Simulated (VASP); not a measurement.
Input of a VASP 6.6.1 run:

INCAR

```
SYSTEM = V
  PREC = Accurate
  ENCUT = 520
  EDIFF = 1E-6
  ISMEAR = 0
  SIGMA = 0.15
  LREAL = .FALSE.
  LASPH = .TRUE.
  NELM = 60
  ALGO = Normal
  ISIF = 2
  LWAVE = .FALSE.
  LCHARG = .TRUE.
  GGA = PE
  LELF = .TRUE.
  LVHAR = .TRUE.
  NBANDS = 12
```

Contents of KPOINTS:

```
Automatic mesh
0
G
  22 22 22
  0 0 0
```

POSCAR

```
V
1.0
   -1.4676100000      1.4676100000      1.4676100000
    1.4676100000     -1.4676100000      1.4676100000
    1.4676100000      1.4676100000     -1.4676100000
V
1
Direct
    0.0000000000      0.0000000000      0.0000000000
```

Potentials or basis: VASP PAW PBE potentials, release 64 (V_sv).

Launch:

```console
$ cat potpaw_PBE.64/V_sv/POTCAR > POTCAR
$ mpirun -np 1 vasp_std > vasp.out
```

Question: Estimate the band gap on the k mesh.

Answer: Zero (an odd number of electrons rules out a gap without spin polarisation).

Question: What does it give for the pressure?

Answer: 13.1 GPa.

Caveat: the cell differs from its parent crystal (strain -0.030 along x and y, -0.030 along z); the cell stands under pressure.
